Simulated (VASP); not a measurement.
# Hf (Im-3m) in VASP: a series of runs, part 2 of 2

VASP 6.6.1.

**4. Single point, PBE**

This run uses another cell than the first one, of 22.33 Å³/atom, 0.893 times its volume.

File INCAR:

```
PREC = Accurate ; ENCUT = 520
EDIFF = 1E-6 ; ISMEAR = -1
SIGMA = 0.1 ; LREAL = False
LASPH = True ; NELM = 100
ALGO = Normal ; ISIF = 2
LWAVE = False ; LCHARG = False
GGA = PE ; NBANDS = 11
```

File KPOINTS:

```
Automatic mesh
0
Gamma
  6 6 6
```

File POSCAR:

```
Hf
1.0
   -1.7739410573      1.7739410573      1.7739410573
    1.7739410573     -1.7739410573      1.7739410573
    1.7739410573      1.7739410573     -1.7739410573
Hf
1
Direct
    0.0000000000      0.0000000000      0.0000000000
```

Potentials or basis: VASP PAW PBE potentials, release 64 (Hf_pv).

Started as:

```console
> cat potpaw_PBE.64/Hf_pv/POTCAR > POTCAR
> mpirun -np 1 vasp_std > vasp.out
```

OUTCAR:

```text
PREC = Accurate
   ENCUT = 520
   EDIFF = 1E-6
   ISMEAR = -1
   LREAL = False
   LASPH = True
   NELM = 100
   ISIF = 2
   GGA = PE

 ion  position               nearest neighbor table
   1  0.000  0.000  0.000-

  LATTYP: Found a body centered cubic cell.
 ALAT       =     3.5478821146

  Lattice vectors:

 A1 = (  -1.7739410573,   1.7739410573,   1.7739410573)
 A2 = (   1.7739410573,  -1.7739410573,   1.7739410573)
 A3 = (   1.7739410573,   1.7739410573,  -1.7739410573)

Analysis of symmetry for initial positions (statically):
=====================================================================
 Subroutine PRICEL returns:
 Original cell was already a primitive cell.

 Routine SETGRP: Setting up the symmetry group for a
 body centered cubic supercell.

 Subroutine GETGRP returns: Found 48 space group operations
 (whereof 48 operations were pure point group operations)
 out of a pool of 48 trial point group operations.

The static configuration has the point symmetry O_h .

Analysis of symmetry for dynamics (positions and initial velocities):
=====================================================================
 Subroutine PRICEL returns:
 Original cell was already a primitive cell.

 Routine SETGRP: Setting up the symmetry group for a
 body centered cubic supercell.

 Subroutine GETGRP returns: Found 48 space group operations
 (whereof 48 operations were pure point group operations)
 out of a pool of 48 trial point group operations.

The dynamic configuration has the point symmetry O_h .

 Subroutine INISYM returns: Found 48 space group operations
 (whereof 48 operations are pure point group operations),
 and found     1 'primitive' translations

----------------------------------------------------------------------------------------

                                     Primitive cell

  volume of cell :      22.3294

  direct lattice vectors                    reciprocal lattice vectors
    -1.773941057  1.773941057  1.773941057     0.000000000  0.281858294  0.281858294
     1.773941057 -1.773941057  1.773941057     0.281858294  0.000000000  0.281858294
     1.773941057  1.773941057 -1.773941057     0.281858294  0.281858294  0.000000000

  length of vectors
     3.072556041  3.072556041  3.072556041     0.398607822  0.398607822  0.398607822

  position of ions in fractional coordinates (direct lattice)
     0.000000000  0.000000000  0.000000000

  ion indices of the primitive-cell ions
   primitive index   ion index
                 1           1

----------------------------------------------------------------------------------------

 KPOINTS: Automatic mesh

Automatic generation of k-mesh.
 Grid dimensions read from file:
 generate k-points for:    6    6    6

 Generating k-lattice:

  Cartesian coordinates                     Fractional coordinates (reciprocal lattice)
     0.000000000  0.046976382  0.046976382     0.166666667  0.000000000  0.000000000
     0.046976382  0.000000000  0.046976382     0.000000000  0.166666667  0.000000000
     0.046976382  0.046976382  0.000000000     0.000000000  0.000000000  0.166666667

  Length of vectors
     0.066434637  0.066434637  0.066434637

  Shift w.r.t. Gamma in fractional coordinates (k-lattice)
     0.000000000  0.000000000  0.000000000

 Subroutine IBZKPT returns following result:
 ===========================================

 Found     16 irreducible k-points:

 Following reciprocal coordinates:
            Coordinates               Weight
  0.000000  0.000000  0.000000      1.000000
  0.166667  0.000000  0.000000     12.000000
  0.333333  0.000000  0.000000     12.000000
  0.500000  0.000000  0.000000      6.000000
  0.166667  0.166667  0.000000     24.000000
  0.333333  0.166667  0.000000     48.000000
[... 8 lines left out ...]
  0.500000  0.500000  0.333333     12.000000
  0.500000  0.500000  0.500000      1.000000
   k-points           NKPTS =     16   k-points in BZ     NKDIM =     16   number of bands    NBANDS=     11
   number of dos      NEDOS =    301   number of ions     NIONS =      1
   total plane-waves  NPLWV =  13824
   dimension x,y,z NGX =    24 NGY =   24 NGZ =   24
   dimension x,y,z NGXF=    48 NGYF=   48 NGZF=   48
   ions per type =               1
   NGX,Y,Z   is equivalent  to a cutoff of  12.99, 12.99, 12.99 a.u.
   NGXF,Y,Z  is equivalent  to a cutoff of  25.97, 25.97, 25.97 a.u.
 SYSTEM =  unknown system
   PREC   = accura    normal or accurate (medium, high low for compatibility)
   ISTART =      0    job   : 0-new  1-cont  2-samecut
   ICHARG =      2    charge: 1-file 2-atom 10-const
   ISPIN  =      1    spin polarized calculation?
   LNONCOLLINEAR =      F non collinear calculations
   LSORBIT =      F    spin-orbit coupling
   LASPH  =      T    aspherical Exc in radial PAW
   ENCUT  =  520.0 eV  38.22 Ry    6.18 a.u.   5.71  5.71  5.71*2*pi/ulx,y,z
   NELM   =    100;   NELMIN=  2; NELMDL= -5     # of ELM steps
   EDIFF  = 0.1E-05   stopping-criterion for ELM
   LREAL  =      F    real-space projection
[... 7 lines left out ...]
   TEBEG  =    0.0;   TEEND  =   0.0 temperature during run
   PSTRESS=    0.0 pullay stress
   NELECT =      10.0000    total number of electrons
   NUPDOWN=      -1.0000    fix difference up-down
   EMIN   =  10.00;   EMAX   =-10.00  energy-range for DOS
   EFERMI =   0.00;   METHOD = LEGACY
   ISMEAR =    -1;   SIGMA  =   0.10  broadening in eV -4-tet -1-fermi 0-gaus
   EFERMI_NEDOS =   21; number of points for ismear=-14 and -15
   IALGO  =     38    algorithm
   IMIX   =      4    mixing-type and parameters
     AMIX     =   0.40;   BMIX     =  1.00
     AMIX_MAG =   1.60;   BMIX_MAG =  1.00
  volume/ion in A,a.u.               =      22.33       150.69
  Fermi-wavevector in a.u.,A,eV,Ry     =   1.252513  2.366907 21.344675  1.568789
  Thomas-Fermi vector in A             =   2.386410
   LORBIT       =      0    0 simple, 1 ext, 2 COOP (PROOUT), +10 PAW based schemes
   GGA     = PE    functional components
   LHFCALC =     F    Hartree Fock is set to
   AEXX    =    0.0000 exact exchange contribution
   IVDW    =     0    specifies the selected vdW correction
   LEPSILON=     F    determine dielectric tensor
   LRPA    =     F    only Hartree local field effects (RPA)
 non-spin polarized calculation
  energy-cutoff  :      520.00
  volume of cell :       22.33
 maximum number of plane-waves:       614
   NGX = 11   NGY = 11   NGZ = 11

 number of electron      10.0000001 magnetization

 Free energy of the ion-electron system (eV)
  ---------------------------------------------------
  ext. energy  EPLUGINS =         0.00000000
  ---------------------------------------------------
  free energy    TOTEN  =        -9.75443025 eV

  energy without entropy =       -9.68268942  energy(sigma->0) =       -9.71855983

 E-fermi :   4.6123     XC(G=0): -11.2934

 val. band max:        4.5002721678   @ k =   0.3333   0.0000   0.0000
 cond. band min:       4.6629484019   @ k =   0.1667   0.1667   0.0000
 fundamental gap:      0.1626762342
 Fermi energy:         4.6122518102

 k-point     1 :       0.0000    0.0000    0.0000
  band No.  band energies     occupation
      1     -25.2513      2.00000
      2     -25.2513      2.00000
      3     -25.2513      2.00000
      4      -2.4544      2.00000
      5       6.1131      0.00000
      6       6.1131      0.00000
      7       6.1131      0.00000
      8       8.8980      0.00000
      9       8.8980      0.00000
     10      17.8842      0.00000
     11      17.8842      0.00000

 k-point     2 :       0.1667    0.0000    0.0000
  band No.  band energies     occupation
      1     -25.4682      2.00000
      2     -25.3196      2.00000
      3     -25.2522      2.00000
      4      -1.4784      2.00000
      5       5.4889      0.00031
      6       5.6889      0.00004
      7       7.1095      0.00000
      8       8.2997      0.00000
      9       8.9238      0.00000
     10      17.8466      0.00000
     11      18.5134      0.00000
[... 183 lines left out ...]
 k-point    16 :       0.5000    0.5000    0.5000
  band No.  band energies     occupation
      1     -25.8274      2.00000
      2     -25.8274      2.00000
      3     -25.8274      2.00000
      4       2.0073      2.00000
      5       2.0073      2.00000
      6      11.3723      0.00000
      7      11.3723      0.00000
      8      11.3723      0.00000
      9      11.8291      0.00000
     10      11.8291      0.00000
     11      11.8291      0.00000

------------------------ aborting loop because EDIFF is reached ----------------------------------------

  FORCE on cell =-STRESS in cart. coord.  units (eV):
  Direction    XX          YY          ZZ          XY          YZ          ZX
  --------------------------------------------------------------------------------------
  -------------------------------------------------------------------------------------
  Total        0.0082377      0.0082377      0.0082377      0.0000000      0.0000000     -0.0000000
  in kB        0.5910674      0.5910674      0.5910674      0.0000000      0.0000000     -0.0000000
  external PRESSURE =       0.5910674 kB  Pullay stress =       0.0000000 kB

 VOLUME and BASIS-vectors are now :
 -----------------------------------------------------------------------------
  energy-cutoff  :      520.00
  volume of cell :       22.33
      direct lattice vectors                 reciprocal lattice vectors
    -1.773941057  1.773941057  1.773941057     0.000000000  0.281858294  0.281858294
     1.773941057 -1.773941057  1.773941057     0.281858294  0.000000000  0.281858294
     1.773941057  1.773941057 -1.773941057     0.281858294  0.281858294  0.000000000

 POSITION                                       TOTAL-FORCE (eV/Angst)
 -----------------------------------------------------------------------------------
      0.00000      0.00000      0.00000         0.000000      0.000000      0.000000
 -----------------------------------------------------------------------------------
    total drift:                               -0.000000      0.000000      0.000000

  FREE ENERGIE OF THE ION-ELECTRON SYSTEM (eV)
  ---------------------------------------------------
  free  energy   TOTEN  =        -9.7544302479 eV

  energy  without entropy=       -9.6826894207  energy(sigma->0) =       -9.71855983
```

stdout:

```text
POSCAR found type information on POSCAR Hf
 POSCAR found :  1 types and       1 ions
 scaLAPACK will be used
 LDA part: xc-table for (Slater+PW92), standard interpolation
 POSCAR, INCAR and KPOINTS ok, starting setup
 FFT: planning ... GRIDC
 FFT: planning ... GRID_SOFT
 FFT: planning ... GRID
 WAVECAR not read
 entering main loop
```

Run time: 12 s. Hardware: 1 thread of AMD EPYC 7R13, shared host; peak memory 0.11 GiB.

Results:

| Quantity | Value |
| --- | --- |
| Free energy | -9.7544 eV |
| Pressure | 0.1 GPa |
| Band gap on the k mesh | zero (band 5 reaches 6.11 eV, above the bottom of band 6 at 3.97 eV) |

Levels at points of the mesh, in eV from the Fermi level:
```tsv
k point	band 2	band 3	band 4	band 5	band 6	band 7	band 8	band 9
(0.00, 0.00, 0.00)	-29.86	-29.86	-7.07	1.50	1.50	1.50	4.29	4.29
(0.50, 0.00, 0.00)	-30.13	-29.87	-3.40	-0.52	1.05	4.12	5.12	7.59
(0.50, 0.50, 0.50)	-30.44	-30.44	-2.60	-2.60	6.76	6.76	6.76	7.22
```

Caveat: the k points lie up to 0.42 Å⁻¹ apart; spin-orbit coupling is left out, which moves the levels of the heavy elements.

**5. Single point, PBE**

This run uses another cell than the first one, of 22.33 Å³/atom, 0.893 times its volume.

File INCAR:

```
SYSTEM = Hf
ALGO = Normal ; EDIFF = 1E-6
ENCUT = 500 ; GGA = PE
GGA_COMPAT = .False. ; ISIF = 2
ISMEAR = -1 ; LASPH = .True.
LCHARG = .True. ; LELF = .True.
LREAL = .False. ; LVHAR = .True.
LWAVE = .False. ; NBANDS = 11
NELM = 120 ; PREC = Accurate
SIGMA = 0.1
```

File KPOINTS:

```
k-points
0
Gamma
  12 12 12
  0 0 0
```

File POSCAR:

```
Hf
1.0
   -1.7739410565      1.7739410565      1.7739410565
    1.7739410565     -1.7739410565      1.7739410565
    1.7739410565      1.7739410565     -1.7739410565
Hf
1
Direct
    0.0000000000      0.0000000000      0.0000000000
```

Started as:

```console
> cat potpaw_PBE.64/Hf_pv/POTCAR > POTCAR
> mpirun -np 1 vasp_std > vasp.out
```

It took 16 s on 1 thread of AMD EPYC 7R43 (Zen 3), shared host; peak memory 0.11 GiB.

The run converged. Its results:

```yaml
Free_energy: -9.7747 eV
Pressure: -0.3 GPa
Band_gap_on_the_k_mesh: zero (band 5 reaches 6.12 eV, above the bottom of band 6 at 3.95 eV)
```

Levels at points of the mesh, in eV from the Fermi level:
```csv
k point,band 1,band 2,band 3,band 4,band 5,band 6,band 7,band 8,band 9,band 10
"(0.00, 0.00, 0.00)",-29.82,-29.82,-29.82,-7.04,1.54,1.54,1.54,4.32,4.32,13.30
"(0.50, 0.00, 0.00)",-30.64,-30.09,-29.83,-3.37,-0.49,1.07,4.15,5.15,7.63,10.21
"(0.50, 0.50, 0.50)",-30.40,-30.40,-30.40,-2.58,-2.58,6.80,6.80,6.80,7.24,7.24
```

Caveat: spin-orbit coupling is left out, which moves the levels of the heavy elements.

**6. Summary**

```tsv
cell	k mesh	cutoff (eV)	gap on the mesh (eV)	pressure (GPa)
a = 3.191 Å, angles 109.5°, 1 atom	14 × 14 × 14	520	none	-9.6
a = 3.073 Å, angles 109.5°, 1 atom	20 × 20 × 20	520	none	-0.2
a = 3.073 Å, angles 109.5°, 1 atom	6 × 6 × 6	520	none	0.1
a = 3.073 Å, angles 109.5°, 1 atom	12 × 12 × 12	500	none	-0.3
```

Alike in all rows: task single point; level PBE; potentials or basis VASP PAW PBE potentials, release 64 (Hf_pv); no spin polarisation; smearing fermi-dirac 0.1 eV.

Caveats: some runs use coarse meshes; spin-orbit coupling is left out, which moves the levels of the heavy elements.

Absolute energies hang on the potentials; compare differences alone.
